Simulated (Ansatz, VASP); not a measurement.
One calculation of Y, two programs

File INCAR:

```
PREC     = Accurate       # precision mode
ENCUT    = 520            # plane-wave cutoff, eV
EDIFF    = 1E-6           # SCF threshold, eV
ISMEAR   = -1             # smearing method
SIGMA    = 0.08           # smearing width, eV
LREAL    = False          # projectors in reciprocal space
LASPH    = True           # aspherical terms in the spheres
NELM     = 80             # most SCF steps
ALGO     = Normal         # electronic algorithm
ISIF     = 2              # what is computed and relaxed
LWAVE    = False          # write WAVECAR
LCHARG   = False          # write CHGCAR
GGA      = PE             # functional
NBANDS   = 12             # bands
```

Contents of KPOINTS:

```
regular mesh
0
Gamma
  11 11 11
```

File POSCAR:

```
Y
1.0
    3.2927881171      0.0000000000      0.0000000000
    0.0000000000      3.2927881171      0.0000000000
    0.0000000000      0.0000000000      3.2927881171
Y
1
Direct
    0.0000000000      0.0000000000      0.0000000000
```

Input for Ansatz:

```yaml
crystal:
  lattice:
    - [3.2927881171, 0.0, 0.0]
    - [0.0, 3.2927881171, 0.0]
    - [0.0, 0.0, 3.2927881171]
  atoms:
    - { symbol: "Y", position: [0.0, 0.0, 0.0] }
kpoints:
  mp_grid: { grid: [11, 11, 11] }
scf:
  occupations: { method: fermi_dirac, width: 0.08 }
hamiltonian:
  xc: pbe
  pseudopotentials: { kind: all_electron, lapw: { basis_error: 0.001 } }
output:
  forces: true
  stress: true
  eigenvalues: true
```

Change from the starting cell: volume scaled by 1.025.

Alike in both runs: task single point; functional PBE; k mesh 11 × 11 × 11; occupations fermi-dirac, width 0.08 eV; no spin polarisation.

```csv
,VASP,Ansatz
version,VASP 6.6.1,Ansatz 0.2.0
potentials or method,"VASP PAW PBE potentials, release 64 (Y_sv), cutoff 520 eV","all-electron LAPW, scalar-relativistic"
```

```csv
,VASP,Ansatz,Ansatz less VASP
pressure (GPa),-0.7,-0.6,+0.05
```

Ansatz ran all-electron here, and VASP with PAW potentials.
